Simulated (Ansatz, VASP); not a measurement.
## WS2: VASP beside Ansatz

INCAR

```
ALGO     = Normal         # electronic algorithm
EDIFF    = 1E-8           # SCF threshold, eV
ENCUT    = 520            # plane-wave cutoff, eV
ISIF     = 2              # what is computed and relaxed
ISMEAR   = -1             # smearing method
LASPH    = T              # aspherical terms in the spheres
LCHARG   = F              # write CHGCAR
LEFG     = T            
LREAL    = F              # projectors in reciprocal space
LWAVE    = F              # write WAVECAR
NBANDS   = 20             # bands
NELM     = 60             # most SCF steps
PREC     = Accurate       # precision mode
SIGMA    = 0.08           # smearing width, eV
```

Contents of KPOINTS:

```
k-points
0
Gamma
  13 13 13
```

POSCAR

```
WS2
1.0
    1.5894576452      0.9176737993      6.2041479445
   -1.5894576452      0.9176737993      6.2041479445
    0.0000000000     -1.8353475986      6.2041479445
W S
1 2
Direct
    0.0000000000      0.0000000000      0.0000000000
    0.7503000000      0.7503000000      0.7503000000
    0.5810000000      0.5810000000      0.5810000000
```

Input for Ansatz:

```yaml
crystal:
  lattice:
    - [1.5894576452, 0.9176737993, 6.2041479445]
    - [-1.5894576452, 0.9176737993, 6.2041479445]
    - [0.0, -1.8353475986, 6.2041479445]
  atoms:
    - { symbol: W, position: [0.0, 0.0, 0.0] }
    - { symbol: S, position: [0.7503, 0.7503, 0.7503] }
    - { symbol: S, position: [0.581, 0.581, 0.581] }
kpoints:
  mp_grid: { grid: [13, 13, 13] }
scf:
  occupations: { method: fermi_dirac, width: 0.08 }
hamiltonian:
  xc: lda
  pseudopotentials: { kind: paw }
output:
  forces: true
  stress: true
  eigenvalues: true
  efg: { contact_densities: true }
```

Change from the starting cell: volume scaled by 1.02, PAW files.

Alike in both runs: task electric field gradients; functional LDA; k mesh 13 × 13 × 13; occupations fermi-dirac, width 0.08 eV; no spin polarisation.

|  | VASP | Ansatz |
| --- | --- | --- |
| version | VASP 6.6.1 | Ansatz 0.2.0 |
| potentials or method | VASP PAW LDA potentials, release 64 (W_sv, S) | PAW with Ansatz's default frozen-core files, scalar-relativistic |
| plane-wave cutoff (eV) | 520 | 420 |
| valence electrons in the cell | 26 | 26 |

|  | VASP | Ansatz | Ansatz less VASP |
| --- | --- | --- | --- |
| pressure (GPa) | -6.4 | -6.7 | -0.35 |
| traceless stress, the component that is largest in VASP (GPa) | 0.12 | 0.12 | -0.004 |
| rms of the force components (eV/Å) | 0.350 | 0.366 | +0.0156 |
| size of Vzz on the site where it differs most (V/Å²) | 154.7 | 171.4 | +16.68 |

LDA's correlation is that of Perdew and Zunger in VASP and of Perdew and Wang (1992) in Ansatz. Atom by atom the forces differ by 0.021 eV/Å (rms over components).

Spin-orbit coupling is off throughout.
